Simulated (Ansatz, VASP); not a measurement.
# HgTe in VASP and in Ansatz

POSCAR

```
HgTe
1.0
    0.0000000000      3.2523582717      3.2523582717
    3.2523582717      0.0000000000      3.2523582717
    3.2523582717      3.2523582717      0.0000000000
Hg Te
1 1
Direct
    0.0000000000      0.0000000000      0.0000000000
    0.2500000000      0.2500000000      0.2500000000
```

The input INCAR.step1:

```
PREC = Accurate
ENCUT = 520
ISMEAR = -1
SIGMA = 0.02
LREAL = F
LASPH = T
NELM = 80
NBANDS = 16
GGA = PE
ALGO = Normal
EDIFF = 1E-4
LWAVE = T
LCHARG = F
```

INCAR.step2

```
PREC = Accurate
ENCUT = 520
EDIFF = 1E-6
ISMEAR = -1
SIGMA = 0.02
LREAL = F
LASPH = T
NELM = 80
ALGO = Normal
ISIF = 2
LWAVE = F
LCHARG = F
METAGGA = R2SCAN
LMIXTAU = T
NBANDS = 16
ISTART = 1
```

Contents of KPOINTS:

```
regular mesh
0
Gamma
  6 6 6
```

Input for Ansatz:

```yaml
crystal:
  lattice:
    - [0.0, 3.2523582717, 3.2523582717]
    - [3.2523582717, 0.0, 3.2523582717]
    - [3.2523582717, 3.2523582717, 0.0]
  atoms:
    - { symbol: Hg, position: [0.0, 0.0, 0.0] }
    - { symbol: Te, position: [0.25, 0.25, 0.25] }
kpoints:
  mp_grid: { grid: [6, 6, 6] }
  band_path:
    path:
      - [0.0, 0.0, 0.0]
      - [-0.5, -0.5, 0.0]
      - [-0.375, -0.375, 0.25]
      - [-0.375, 0.0, 0.375]
      - [0.0, 0.0, 0.5]
      - [-0.5, -0.25, 0.25]
    npoints: 1
hamiltonian:
  xc: r2scan
scf:
  occupations: { method: fermi_dirac, width: 0.02 }
  n_extra_bands: 4
output:
  forces: true
  stress: true
  eigenvalues: true
```

Change from the starting cell: hydrostatic strain -1.1%.

Alike in both runs: task single point; functional r2SCAN; k mesh 6 × 6 × 6; occupations fermi-dirac, width 0.02 eV; no spin polarisation.

|  | VASP | Ansatz |
| --- | --- | --- |
| version | VASP 6.6.1 | Ansatz 0.2.0 |
| potentials or method | VASP PAW PBE potentials, release 64 (Hg, Te) | plane waves, PAW |
| plane-wave cutoff (eV) | 520 | 500 |
| valence electrons in the cell | 18 | 36 |

|  | VASP | Ansatz | Ansatz less VASP |
| --- | --- | --- | --- |
| pressure (GPa) | 1.5 | 1.4 | -0.07 |

VASP's potentials were made for PBE, not for r2SCAN. VASP's potentials hold 18 valence electrons a cell and Ansatz's 36, so a difference there can come from the potentials and not from the codes.

Neither program's run includes spin-orbit coupling.
